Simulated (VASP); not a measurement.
# Ir (P6_3/mmc) in VASP: notebook

Ir is run at these levels: PBEsol; tasks: single point.

All numbers are computed with VASP 6.6.1; they aren't measurements. Logs are shortened: lines on timing, memory, paths and dates and some standing lists are left out, and cuts for length are marked.

### Step 1. The cell of the first run

The structure is hexagonal, space group P6_3/mmc (No. 194). Conventional cell: a = 2.971 Å, b = 2.971 Å, c = 4.462 Å, α = 90.00°, β = 90.00°, γ = 120.00°. Within 3.7 Å of Ir (site symmetry -6m2) lie 12 Ir at 2.81 to 2.97 Å.

This isn't the form of Ir at room conditions, which is fcc.

### Step 2. Single point, PBEsol (strain +0.080 along x and y, +0.000 along z)

Contents of INCAR:

```
ALGO     = Fast           # electronic algorithm
EDIFF    = 1E-6           # SCF threshold, eV
ENCUT    = 520            # plane-wave cutoff, eV
GGA      = PS             # functional
ISIF     = 2              # what is computed and relaxed
ISMEAR   = 0              # smearing method
LASPH    = True           # aspherical terms in the spheres
LCHARG   = True           # write CHGCAR
LELF     = True           # ELF
LREAL    = False          # projectors in reciprocal space
LVHAR    = True         
LWAVE    = False          # write WAVECAR
NBANDS   = 16             # bands
NELM     = 60             # most SCF steps
PREC     = Accurate       # precision mode
SIGMA    = 0.15           # smearing width, eV
```

Contents of KPOINTS:

```
k-points
0
Gamma
  18 18 12
```

Contents of POSCAR:

```
Ir
1.0
    2.9714881261      0.0000000000      0.0000000000
   -1.4857440631      2.5733842043      0.0000000000
    0.0000000000      0.0000000000      4.4622900000
Ir
2
Direct
    0.6666666667      0.3333333333      0.7500000000
    0.3333333333      0.6666666667      0.2500000000
```

Potentials or basis: VASP PAW PBE potentials, release 64 (Ir).

Command:

```sh
cat potpaw_PBE.64/Ir/POTCAR > POTCAR
mpirun -np 1 vasp_std > vasp.out
```

OUTCAR:

```text
EDIFF = 1E-6
   ENCUT = 520
   GGA = PS
   ISIF = 2
   ISMEAR = 0
   LASPH = True
   LREAL = False
   NELM = 60
   PREC = Accurate

 ion  position               nearest neighbor table
   1  0.667  0.333  0.750-   2 2.81   2 2.81   2 2.81   2 2.81   2 2.81   2 2.81
   2  0.333  0.667  0.250-   1 2.81   1 2.81   1 2.81   1 2.81   1 2.81   1 2.81

  LATTYP: Found a hexagonal cell.
 ALAT       =     2.9714881261
 C/A-ratio  =     1.5017021138

  Lattice vectors:

 A1 = (   2.9714881261,   0.0000000000,   0.0000000000)
 A2 = (  -1.4857440631,   2.5733842043,   0.0000000000)
 A3 = (   0.0000000000,   0.0000000000,   4.4622900000)

Analysis of symmetry for initial positions (statically):
=====================================================================
 Subroutine PRICEL returns:
 Original cell was already a primitive cell.

 Routine SETGRP: Setting up the symmetry group for a
 hexagonal supercell.

 Subroutine GETGRP returns: Found 24 space group operations
 (whereof 12 operations were pure point group operations)
 out of a pool of 24 trial point group operations.

The static configuration has the point symmetry D_3d.
 The point group associated with its full space group is D_6h.

Analysis of symmetry for dynamics (positions and initial velocities):
=====================================================================
 Subroutine PRICEL returns:
 Original cell was already a primitive cell.

 Routine SETGRP: Setting up the symmetry group for a
 hexagonal supercell.

 Subroutine GETGRP returns: Found 24 space group operations
 (whereof 12 operations were pure point group operations)
 out of a pool of 24 trial point group operations.

The dynamic configuration has the point symmetry D_3d.
 The point group associated with its full space group is D_6h.

 Subroutine INISYM returns: Found 24 space group operations
 (whereof 12 operations are pure point group operations),
 and found     1 'primitive' translations

----------------------------------------------------------------------------------------

                                     Primitive cell

  volume of cell :      34.1222

  direct lattice vectors                    reciprocal lattice vectors
     2.971488126  0.000000000  0.000000000     0.336531717  0.194296677  0.000000000
    -1.485744063  2.573384204  0.000000000     0.000000000  0.388593354  0.000000000
     0.000000000  0.000000000  4.462290000     0.000000000  0.000000000  0.224100182

  length of vectors
     2.971488126  2.971488126  4.462290000     0.388593354  0.388593354  0.224100182

  position of ions in fractional coordinates (direct lattice)
     0.666666667  0.333333333  0.750000000
     0.333333333  0.666666667  0.250000000

  ion indices of the primitive-cell ions
   primitive index   ion index
                 1           1
                 2           2

----------------------------------------------------------------------------------------

 KPOINTS: k-points

Automatic generation of k-mesh.
 Grid dimensions read from file:
 generate k-points for:   18   18   12

 Generating k-lattice:

  Cartesian coordinates                     Fractional coordinates (reciprocal lattice)
     0.018696206  0.010794260  0.000000000     0.055555556  0.000000000  0.000000000
     0.000000000  0.021588520  0.000000000     0.000000000  0.055555556  0.000000000
     0.000000000  0.000000000  0.018675015     0.000000000  0.000000000  0.083333333

  Length of vectors
     0.021588520  0.021588520  0.018675015

  Shift w.r.t. Gamma in fractional coordinates (k-lattice)
     0.000000000  0.000000000  0.000000000

 Subroutine IBZKPT returns following result:
 ===========================================

 Found    259 irreducible k-points:

 Following reciprocal coordinates:
            Coordinates               Weight
  0.000000  0.000000  0.000000      1.000000
  0.055556  0.000000  0.000000      6.000000
  0.111111  0.000000  0.000000      6.000000
  0.166667  0.000000  0.000000      6.000000
  0.222222  0.000000  0.000000      6.000000
  0.277778  0.000000  0.000000      6.000000
[... 16 lines left out ...]
  0.333333  0.111111  0.000000     12.000000
  0.388889  0.111111  0.000000     12.000000
 [... further k-points ...]
   k-points           NKPTS =    259   k-points in BZ     NKDIM =    259   number of bands    NBANDS=     16
   number of dos      NEDOS =    301   number of ions     NIONS =      2
   total plane-waves  NPLWV =  20736
   dimension x,y,z NGX =    24 NGY =   24 NGZ =   36
   dimension x,y,z NGXF=    48 NGYF=   48 NGZF=   72
   ions per type =               2
   NGX,Y,Z   is equivalent  to a cutoff of  13.43, 13.43, 13.41 a.u.
   NGXF,Y,Z  is equivalent  to a cutoff of  26.85, 26.85, 26.82 a.u.
 SYSTEM =  unknown system
   PREC   = accura    normal or accurate (medium, high low for compatibility)
   ISTART =      0    job   : 0-new  1-cont  2-samecut
   ICHARG =      2    charge: 1-file 2-atom 10-const
   ISPIN  =      1    spin polarized calculation?
   LNONCOLLINEAR =      F non collinear calculations
   LSORBIT =      F    spin-orbit coupling
   LASPH  =      T    aspherical Exc in radial PAW
   ENCUT  =  520.0 eV  38.22 Ry    6.18 a.u.   5.52  5.52  8.30*2*pi/ulx,y,z
   NELM   =     60;   NELMIN=  2; NELMDL= -5     # of ELM steps
   EDIFF  = 0.1E-05   stopping-criterion for ELM
   LREAL  =      F    real-space projection
   EDIFFG = 0.1E-04   stopping-criterion for IOM
   NSW    =      0    number of steps for IOM
   IBRION =     -1    ionic relax: 0-MD 1-quasi-New 2-CG
   NFREE  =      0    steps in history (QN), initial steepest desc. (CG)
   ISIF   =      2    stress and relaxation
   ISYM   =      2    0-nonsym 1-usesym 2-fastsym
   POTIM  = 0.5000    time-step for ionic-motion
   TEBEG  =    0.0;   TEEND  =   0.0 temperature during run
   PSTRESS=    0.0 pullay stress
   NELECT =      18.0000    total number of electrons
   NUPDOWN=      -1.0000    fix difference up-down
   EMIN   =  10.00;   EMAX   =-10.00  energy-range for DOS
   EFERMI =   0.00;   METHOD = LEGACY
   ISMEAR =     0;   SIGMA  =   0.15  broadening in eV -4-tet -1-fermi 0-gaus
   EFERMI_NEDOS =   21; number of points for ismear=-14 and -15
   IALGO  =     68    algorithm
   IMIX   =      4    mixing-type and parameters
     AMIX     =   0.40;   BMIX     =  1.00
     AMIX_MAG =   1.60;   BMIX_MAG =  1.00
  volume/ion in A,a.u.               =      17.06       115.13
  Fermi-wavevector in a.u.,A,eV,Ry     =   1.322778  2.499687 23.806669  1.749741
  Thomas-Fermi vector in A             =   2.452434
   LORBIT       =      0    0 simple, 1 ext, 2 COOP (PROOUT), +10 PAW based schemes
   GGA     = PS    functional components
   LHFCALC =     F    Hartree Fock is set to
   AEXX    =    0.0000 exact exchange contribution
   IVDW    =     0    specifies the selected vdW correction
   LEPSILON=     F    determine dielectric tensor
   LRPA    =     F    only Hartree local field effects (RPA)
 non-spin polarized calculation
 RMM-DIIS sequential band-by-band and
 Gauss-broadening in eV      SIGMA  =   0.15
  energy-cutoff  :      520.00
  volume of cell :       34.12
 maximum number of plane-waves:       946
 NGX is ok and might be reduce to    24
   NGX = 11   NGY = 11   NGZ = 17

 number of electron      17.9999998 magnetization

 Free energy of the ion-electron system (eV)
  ---------------------------------------------------
  ext. energy  EPLUGINS =         0.00000000
  ---------------------------------------------------
  free energy    TOTEN  =       -18.47529373 eV

  energy without entropy =      -18.43333652  energy(sigma->0) =      -18.45431513

 E-fermi :   7.4015     XC(G=0): -13.0149

 val. band max:        7.3992436613   @ k =   0.3333   0.2778   0.4167
 cond. band min:       7.4039858409   @ k =   0.2222   0.0556   0.4167
 fundamental gap:      0.0047421796
 Fermi energy:         7.4014842786

 k-point     1 :       0.0000    0.0000    0.0000
  band No.  band energies     occupation
      1      -2.0054      2.00000
      2       1.1305      2.00000
      3       4.4694      2.00000
      4       4.4694      2.00000
      5       4.9971      2.00000
      6       5.0807      2.00000
[... 8 lines left out ...]
     15      24.6094      0.00000
     16      24.7355      0.00000

 k-point     2 :       0.0556    0.0000    0.0000
  band No.  band energies     occupation
      1      -1.9116      2.00000
      2       1.2046      2.00000
      3       4.3233      2.00000
      4       4.5408      2.00000
      5       5.0103      2.00000
      6       5.0266      2.00000
[... 8 lines left out ...]
     15      24.4415      0.00000
     16      24.8264      0.00000

 k-point     3 :       0.1111    0.0000    0.0000
  band No.  band energies     occupation
      1      -1.6353      2.00000
      2       1.4125      2.00000
      3       4.0451      2.00000
      4       4.7516      2.00000
      5       4.7596      2.00000
      6       4.8807      2.00000
[... 8 lines left out ...]
     15      23.4298      0.00000
     16      23.9703      0.00000

 k-point     4 :       0.1667    0.0000    0.0000
  band No.  band energies     occupation
      1      -1.1943      2.00000
      2       1.7032      2.00000
      3       3.7654      2.00000
      4       4.2911      2.00000
      5       4.6791      2.00000
      6       4.8124      2.00000
[... 8 lines left out ...]
     15      22.6917      0.00000
     16      23.3438      0.00000
[... 324 lines left out ...]
 k-point    22 :       0.2778    0.1111    0.0000
  band No.  band energies     occupation
      1       0.8696      2.00000
      2       2.1899      2.00000
      3       2.6931      2.00000
      4       3.4543      2.00000
      5       4.0063      2.00000
      6       4.9777      2.00000
[... 8 lines left out ...]
     15      17.4595      0.00000
     16      22.1245      0.00000

 k-point    23 :       0.3333    0.1111    0.0000
  band No.  band energies     occupation
      1       1.3390      2.00000
      2       2.0475      2.00000
      3       2.3974      2.00000
      4       3.7350      2.00000
      5       3.9106      2.00000
      6       4.9746      2.00000
[... 8 lines left out ...]
     15      16.5176      0.00000
     16      20.3299      0.00000

 k-point    24 :       0.3889    0.1111    0.0000
  band No.  band energies     occupation
      1       1.5994      2.00000
      2       1.9380      2.00000
      3       2.2159      2.00000
      4       3.8537      2.00000
      5       4.0362      2.00000
      6       4.8999      2.00000
[... 8 lines left out ...]
     15      17.0453      0.00000
     16      18.9243      0.00000

 [... further k-points ...]

------------------------ aborting loop because EDIFF is reached ----------------------------------------

  FORCE on cell =-STRESS in cart. coord.  units (eV):
  Direction    XX          YY          ZZ          XY          YZ          ZX
  --------------------------------------------------------------------------------------
  -------------------------------------------------------------------------------------
  Total       -9.6813805     -9.6813805     -7.8238725      0.0000000      0.0000000      0.0000000
  in kB     -454.5811801   -454.5811801   -367.3634336      0.0000000      0.0000000      0.0000000
  external PRESSURE =    -425.5085979 kB  Pullay stress =       0.0000000 kB

 VOLUME and BASIS-vectors are now :
 -----------------------------------------------------------------------------
  energy-cutoff  :      520.00
  volume of cell :       34.12
      direct lattice vectors                 reciprocal lattice vectors
     2.971488126  0.000000000  0.000000000     0.336531717  0.194296677  0.000000000
    -1.485744063  2.573384204  0.000000000     0.000000000  0.388593354  0.000000000
     0.000000000  0.000000000  4.462290000     0.000000000  0.000000000  0.224100182

 POSITION                                       TOTAL-FORCE (eV/Angst)
 -----------------------------------------------------------------------------------
      1.48574      0.85779      3.34672        -0.000000     -0.000000      0.000000
     -0.00000      1.71559      1.11557         0.000000      0.000000      0.000000
 -----------------------------------------------------------------------------------
    total drift:                               -0.000000      0.000000     -0.000000

  FREE ENERGIE OF THE ION-ELECTRON SYSTEM (eV)
  ---------------------------------------------------
  free  energy   TOTEN  =       -18.4752937320 eV

  energy  without entropy=      -18.4333365198  energy(sigma->0) =      -18.45431513
```

Wall time 2.4 min (1 thread of AMD EPYC 7R13 (Zen 3), shared host); peak memory 0.22 GiB.

Results:

```
Free energy            : -18.4753 eV
Pressure               : -42.6 GPa
Band gap on the k mesh : zero (bands 9 and 10 overlap by 2.24 eV)
```

Stress tensor (GPa, compression positive):
```
-45.46   0.00   0.00
  0.00 -45.46   0.00
  0.00   0.00 -36.74
```

Caveat: the cell differs from its parent crystal (strain +0.080 along x and y, +0.000 along z); the stress differs along the axes, from -45 to -37 GPa; the PAW data sets were made with another functional, which shifts forces and pressure a little; spin-orbit coupling is left out, which moves the levels of the heavy elements.

### Step 3. Single point, PBEsol (strain +0.040 along x and y, +0.080 along z)

Contents of INCAR:

```
ALGO = Fast ; EDIFF = 1E-7
ENCUT = 520 ; GGA = PS
ISIF = 2 ; ISMEAR = 0
LASPH = T ; LCHARG = F
LREAL = F ; LWAVE = F
NBANDS = 16 ; NELM = 60
PREC = Accurate ; SIGMA = 0.15
```

KPOINTS is that of step 2.

Contents of POSCAR:

```
Ir
1.0
    2.8614330104      0.0000000000      0.0000000000
   -1.4307165052      2.4780736782      0.0000000000
    0.0000000000      0.0000000000      4.8192732000
Ir
2
Direct
    0.6666666667      0.3333333333      0.7500000000
    0.3333333333      0.6666666667      0.2500000000
```

Potentials or basis: VASP PAW PBE potentials, release 64 (Ir).

Command:

```sh
cat potpaw_PBE.64/Ir/POTCAR > POTCAR
mpirun -np 1 vasp_std > vasp.out
```

It took 3 min on 1 thread of AMD EPYC 7R13 (Zen 3), shared host; peak memory 0.22 GiB.

Results (log left out):

```yaml
Free_energy: -18.4882 eV
Pressure: -44.2 GPa
Band_gap_on_the_k_mesh: zero (bands 9 and 10 overlap by 2.59 eV)
```

Stress tensor (GPa, compression positive):
```
-42.17   0.00   0.00
  0.00 -42.17   0.00
  0.00   0.00 -48.22
```

Levels at points of the mesh, in eV from the Fermi level:
```
           k point  band 7  band 8  band 9  band 10  band 11  band 12
(0.00, 0.00, 0.00)   -2.40   -1.49   -1.49    -0.57     0.25     0.25
(0.50, 0.00, 0.00)   -2.37    0.59    0.71     0.96     2.44     3.71
(0.00, 0.00, 0.50)   -2.85   -2.85   -0.32    -0.32    -0.32    -0.32
(0.50, 0.00, 0.50)   -0.55   -0.55    0.86     0.86     1.79     1.79
```

Caveat: the cell differs from its parent crystal (strain +0.040 along x and y, +0.080 along z); the stress differs along the axes, from -48 to -42 GPa; the PAW data sets were made with another functional, which shifts forces and pressure a little; spin-orbit coupling is left out, which moves the levels of the heavy elements.
